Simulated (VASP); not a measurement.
# CdSe (F-43m) in VASP: further runs, part 2 of 2

VASP 6.6.1. The steps go on from the part before.

### Step 5. Single point, LDA

This run uses another cell than the first one, of 24.62 Å³/atom, 1.079 times its volume.

Input file INCAR:

```
PREC     = Accurate       # precision mode
ENCUT    = 520            # plane-wave cutoff, eV
EDIFF    = 1E-7           # SCF threshold, eV
ISMEAR   = 0              # smearing method
SIGMA    = 0.01           # smearing width, eV
LREAL    = False          # projectors in reciprocal space
LASPH    = True           # aspherical terms in the spheres
NELM     = 100            # most SCF steps
ALGO     = Normal         # electronic algorithm
ISIF     = 2              # what is computed and relaxed
LWAVE    = False          # write WAVECAR
LCHARG   = False          # write CHGCAR
NBANDS   = 16             # bands
```

Input file KPOINTS:

```
Automatic mesh
0
Gamma
  6 6 6
```

Input file POSCAR:

```
CdSe
1.0
    0.0000000000      2.9091434312      2.9091434312
    2.9091434312      0.0000000000      2.9091434312
    2.9091434312      2.9091434312      0.0000000000
Cd Se
1 1
Direct
    0.0000000000      0.0000000000      0.0000000000
    0.7500000000      0.7500000000      0.7500000000
```

Potentials or basis: VASP PAW LDA potentials, release 64 (Cd, Se).

Launch:

```sh
$ cat potpaw_LDA.64/Cd/POTCAR potpaw_LDA.64/Se/POTCAR > POTCAR
$ mpirun -np 1 vasp_std > vasp.out
```

OUTCAR:

```text
PREC = Accurate
   ENCUT = 520
   EDIFF = 1E-7
   ISMEAR = 0
   LREAL = False
   LASPH = True
   NELM = 100
   ISIF = 2

 ion  position               nearest neighbor table
   1  0.000  0.000  0.000-   2 2.52   2 2.52   2 2.52   2 2.52
   2  0.750  0.750  0.750-   1 2.52   1 2.52   1 2.52   1 2.52

  LATTYP: Found a face centered cubic cell.
 ALAT       =     5.8182868624

  Lattice vectors:

 A1 = (   0.0000000000,   2.9091434312,   2.9091434312)
 A2 = (   2.9091434312,   0.0000000000,   2.9091434312)
 A3 = (   2.9091434312,   2.9091434312,   0.0000000000)

Analysis of symmetry for initial positions (statically):
=====================================================================
 Subroutine PRICEL returns:
 Original cell was already a primitive cell.

 Routine SETGRP: Setting up the symmetry group for a
 face centered cubic supercell.

 Subroutine GETGRP returns: Found 24 space group operations
 (whereof 24 operations were pure point group operations)
 out of a pool of 48 trial point group operations.

The static configuration has the point symmetry T_d .

Analysis of symmetry for dynamics (positions and initial velocities):
=====================================================================
 Subroutine PRICEL returns:
 Original cell was already a primitive cell.

 Routine SETGRP: Setting up the symmetry group for a
 face centered cubic supercell.

 Subroutine GETGRP returns: Found 24 space group operations
 (whereof 24 operations were pure point group operations)
 out of a pool of 48 trial point group operations.

The dynamic configuration has the point symmetry T_d .

 Subroutine INISYM returns: Found 24 space group operations
 (whereof 24 operations are pure point group operations),
 and found     1 'primitive' translations

----------------------------------------------------------------------------------------

                                     Primitive cell

  volume of cell :      49.2408

  direct lattice vectors                    reciprocal lattice vectors
     0.000000000  2.909143431  2.909143431    -0.171871897  0.171871897  0.171871897
     2.909143431  0.000000000  2.909143431     0.171871897 -0.171871897  0.171871897
     2.909143431  2.909143431  0.000000000     0.171871897  0.171871897 -0.171871897

  length of vectors
     4.114150095  4.114150095  4.114150095     0.297690858  0.297690858  0.297690858

  position of ions in fractional coordinates (direct lattice)
     0.000000000  0.000000000  0.000000000
     0.750000000  0.750000000  0.750000000

  ion indices of the primitive-cell ions
   primitive index   ion index
                 1           1
                 2           2

----------------------------------------------------------------------------------------

 KPOINTS: Automatic mesh

Automatic generation of k-mesh.
 Grid dimensions read from file:
 generate k-points for:    6    6    6

 Generating k-lattice:

  Cartesian coordinates                     Fractional coordinates (reciprocal lattice)
    -0.028645316  0.028645316  0.028645316     0.166666667  0.000000000  0.000000000
     0.028645316 -0.028645316  0.028645316     0.000000000  0.166666667  0.000000000
     0.028645316  0.028645316 -0.028645316     0.000000000  0.000000000  0.166666667

  Length of vectors
     0.049615143  0.049615143  0.049615143

  Shift w.r.t. Gamma in fractional coordinates (k-lattice)
     0.000000000  0.000000000  0.000000000

 Subroutine IBZKPT returns following result:
 ===========================================

 Found     16 irreducible k-points:

 Following reciprocal coordinates:
            Coordinates               Weight
  0.000000  0.000000  0.000000      1.000000
  0.166667  0.000000  0.000000      8.000000
  0.333333  0.000000  0.000000      8.000000
  0.500000  0.000000  0.000000      4.000000
  0.166667  0.166667  0.000000      6.000000
  0.333333  0.166667  0.000000     24.000000
[... 8 lines left out ...]
 -0.333333  0.333333  0.166667     24.000000
 -0.333333  0.500000  0.166667     12.000000
   k-points           NKPTS =     16   k-points in BZ     NKDIM =     16   number of bands    NBANDS=     16
   number of dos      NEDOS =    301   number of ions     NIONS =      2
   total plane-waves  NPLWV =  32768
   dimension x,y,z NGX =    32 NGY =   32 NGZ =   32
   dimension x,y,z NGXF=    64 NGYF=   64 NGZF=   64
   ions per type =               1   1
   NGX,Y,Z   is equivalent  to a cutoff of  12.93, 12.93, 12.93 a.u.
   NGXF,Y,Z  is equivalent  to a cutoff of  25.86, 25.86, 25.86 a.u.
 SYSTEM =  unknown system
   PREC   = accura    normal or accurate (medium, high low for compatibility)
   ISTART =      0    job   : 0-new  1-cont  2-samecut
   ICHARG =      2    charge: 1-file 2-atom 10-const
   ISPIN  =      1    spin polarized calculation?
   LNONCOLLINEAR =      F non collinear calculations
   LSORBIT =      F    spin-orbit coupling
   LASPH  =      T    aspherical Exc in radial PAW
   ENCUT  =  520.0 eV  38.22 Ry    6.18 a.u.   7.65  7.65  7.65*2*pi/ulx,y,z
   NELM   =    100;   NELMIN=  2; NELMDL= -5     # of ELM steps
   EDIFF  = 0.1E-06   stopping-criterion for ELM
   LREAL  =      F    real-space projection
   EDIFFG = 0.1E-05   stopping-criterion for IOM
   NSW    =      0    number of steps for IOM
   IBRION =     -1    ionic relax: 0-MD 1-quasi-New 2-CG
   NFREE  =      0    steps in history (QN), initial steepest desc. (CG)
   ISIF   =      2    stress and relaxation
   ISYM   =      2    0-nonsym 1-usesym 2-fastsym
   POTIM  = 0.5000    time-step for ionic-motion
   TEBEG  =    0.0;   TEEND  =   0.0 temperature during run
   PSTRESS=    0.0 pullay stress
   NELECT =      18.0000    total number of electrons
   NUPDOWN=      -1.0000    fix difference up-down
   EMIN   =  10.00;   EMAX   =-10.00  energy-range for DOS
   EFERMI =   0.00;   METHOD = LEGACY
   ISMEAR =     0;   SIGMA  =   0.01  broadening in eV -4-tet -1-fermi 0-gaus
   EFERMI_NEDOS =   21; number of points for ismear=-14 and -15
   IALGO  =     38    algorithm
   IMIX   =      4    mixing-type and parameters
     AMIX     =   0.40;   BMIX     =  1.00
     AMIX_MAG =   1.60;   BMIX_MAG =  1.00
  volume/ion in A,a.u.               =      24.62       166.15
  Fermi-wavevector in a.u.,A,eV,Ry     =   1.170552  2.212022 18.642578  1.370191
  Thomas-Fermi vector in A             =   2.307008
   LORBIT       =      0    0 simple, 1 ext, 2 COOP (PROOUT), +10 PAW based schemes
   GGA     = CA    functional components
   LHFCALC =     F    Hartree Fock is set to
   AEXX    =    0.0000 exact exchange contribution
   IVDW    =     0    specifies the selected vdW correction
   LEPSILON=     F    determine dielectric tensor
   LRPA    =     F    only Hartree local field effects (RPA)
 non-spin polarized calculation
 Gauss-broadening in eV      SIGMA  =   0.01
  energy-cutoff  :      520.00
  volume of cell :       49.24
 maximum number of plane-waves:      1363
 NGX is ok and might be reduce to    32
   NGX = 15   NGY = 15   NGZ = 15

 number of electron      18.0000003 magnetization

 Free energy of the ion-electron system (eV)
  ---------------------------------------------------
  ext. energy  EPLUGINS =         0.00000000
  ---------------------------------------------------
  free energy    TOTEN  =        -6.63790870 eV

  energy without entropy =       -6.63790870  energy(sigma->0) =       -6.63790870

 E-fermi :   2.0829     XC(G=0):  -9.8910

 val. band max:        2.0121304254   @ k =   0.0000   0.0000   0.0000
 cond. band min:       2.6413130120   @ k =   0.0000   0.0000   0.0000
 fundamental gap:      0.6291825865
 Fermi energy:         2.0829226942

 k-point     1 :       0.0000    0.0000    0.0000
  band No.  band energies     occupation
      1     -11.4880      2.00000
      2      -6.5185      2.00000
      3      -6.5185      2.00000
      4      -6.5185      2.00000
      5      -5.9754      2.00000
      6      -5.9754      2.00000
[... 8 lines left out ...]
     15      13.4050      0.00000
     16      13.4050      0.00000
[... 267 lines left out ...]
 k-point    16 :      -0.3333    0.5000    0.1667
  band No.  band energies     occupation
      1     -10.8160      2.00000
      2      -6.2798      2.00000
      3      -6.2147      2.00000
      4      -6.0732      2.00000
      5      -5.9388      2.00000
      6      -5.3286      2.00000
[... 8 lines left out ...]
     15      15.2281      0.00000
     16      15.4876      0.00000

------------------------ aborting loop because EDIFF is reached ----------------------------------------

  FORCE on cell =-STRESS in cart. coord.  units (eV):
  Direction    XX          YY          ZZ          XY          YZ          ZX
  --------------------------------------------------------------------------------------
  -------------------------------------------------------------------------------------
  Total        2.3812845      2.3812845      2.3812845      0.0000000      0.0000000      0.0000000
  in kB       77.4812244     77.4812244     77.4812244      0.0000000      0.0000000      0.0000000
  external PRESSURE =      77.4812244 kB  Pullay stress =       0.0000000 kB

 VOLUME and BASIS-vectors are now :
 -----------------------------------------------------------------------------
  energy-cutoff  :      520.00
  volume of cell :       49.24
      direct lattice vectors                 reciprocal lattice vectors
     0.000000000  2.909143431  2.909143431    -0.171871897  0.171871897  0.171871897
     2.909143431  0.000000000  2.909143431     0.171871897 -0.171871897  0.171871897
     2.909143431  2.909143431  0.000000000     0.171871897  0.171871897 -0.171871897

 POSITION                                       TOTAL-FORCE (eV/Angst)
 -----------------------------------------------------------------------------------
      0.00000      0.00000      0.00000         0.000000      0.000000      0.000000
      4.36372      4.36372      4.36372        -0.000000     -0.000000     -0.000000
 -----------------------------------------------------------------------------------
    total drift:                               -0.000000     -0.000000     -0.000000

  FREE ENERGIE OF THE ION-ELECTRON SYSTEM (eV)
  ---------------------------------------------------
  free  energy   TOTEN  =        -6.6379087036 eV

  energy  without entropy=       -6.6379087036  energy(sigma->0) =       -6.63790870
```

Run time: 4.8 s. Hardware: 1 thread of Intel Xeon 6975P-C (Granite Rapids), shared host; peak memory 0.15 GiB.

Results:

* Free energy: -6.6379 eV
* Pressure: 7.7 GPa
* Band gap on the k mesh: 0.63 eV, direct

### Step 6. The runs side by side

| cell | gap on the mesh (eV) | pressure (GPa) |
| --- | --- | --- |
| a = 4.011 Å, angles 60.0°, 2 atoms | 0.78 | 16.0 |
| a = 4.071 Å, angles 60.0°, 2 atoms | 0.69 | 10.8 |
| a = 4.164 Å, angles 60.0°, 2 atoms | 0.56 | 4.6 |
| a = 4.114 Å, angles 60.0°, 2 atoms | 0.63 | 7.7 |

Alike in all rows: task single point; level LDA; potentials or basis VASP PAW LDA potentials, release 64 (Cd, Se); no spin polarisation; k mesh 6 × 6 × 6; cutoff (eV) 520; smearing gaussian 0.01 eV.

Absolute energies hang on the potentials; compare differences alone.
